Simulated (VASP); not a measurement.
C9O: single point with PBE+D3(BJ)

C9O, a slab with vacuum:

```xyz
10
Lattice="4.9313 0.0000 0.0000 -2.4657 4.2706 0.0000 0.0000 0.0000 16.6500" Properties=species:S:1:pos:R:3 pbc="T T T"
C     1.2328    0.7118    4.0000
C     0.0000    2.8471    4.0000
C     3.6985    0.7118    4.0000
C     2.4657    2.8471    4.0000
C     0.0000    1.4235    4.0000
C    -1.2328    3.5589    4.0000
C     2.4657    1.4235    4.0000
C     1.2328    3.5589    4.0000
C     0.8219    1.4235    7.3589
O     0.8219    1.4235    8.4949
```

```
Program                : VASP 6.6.1
Task                   : single point
Functional             : PBE
Dispersion             : D3(BJ)
Potentials or basis    : VASP PAW PBE potentials, release 64 (C, O)
Cutoff                 : 520 eV
k mesh                 : 6 × 6 × 1
Occupations            : gaussian, width 0.1 eV
Spin                   : no spin polarisation
Dipole correction      : yes
Further INCAR settings : ALGO = Normal; EDIFF = 1e-07; NBANDS = 32
```

```
Largest force              : 0.878 eV/Å
Band gap on the k mesh     : 0.01 eV
Dispersion energy per atom : -0.083 eV
```

Forces in eV/Å, atoms in the order of the input:
```
C   -0.010  0.009 -0.038
C    0.007 -0.030  0.006
C    0.023  0.011  0.008
C    0.001 -0.010  0.023
C    0.012 -0.004 -0.038
C   -0.002  0.025  0.008
C   -0.029 -0.009  0.006
C   -0.009 -0.004  0.023
C    0.010  0.017 -0.875
O   -0.003 -0.005  0.878
```

Levels at points of the mesh, in eV from the valence-band top:
```tsv
k point	band 19	band 20	band 21	band 22	band 23	band 24
(0.00, 0.00, 0.00)	-2.36	-2.36	-2.34	1.60	1.64	1.68
(0.50, 0.00, 0.00)	-4.97	-2.74	-2.72	1.60	1.98	2.82
(0.50, 0.50, 0.00)	-4.98	-2.74	-2.71	1.60	1.98	2.82
```

Run time: 2.7 min on 1 thread of Intel(R) Xeon(R) 6975P-C (Granite Rapids), on a shared host, peak memory 0.54 GiB.
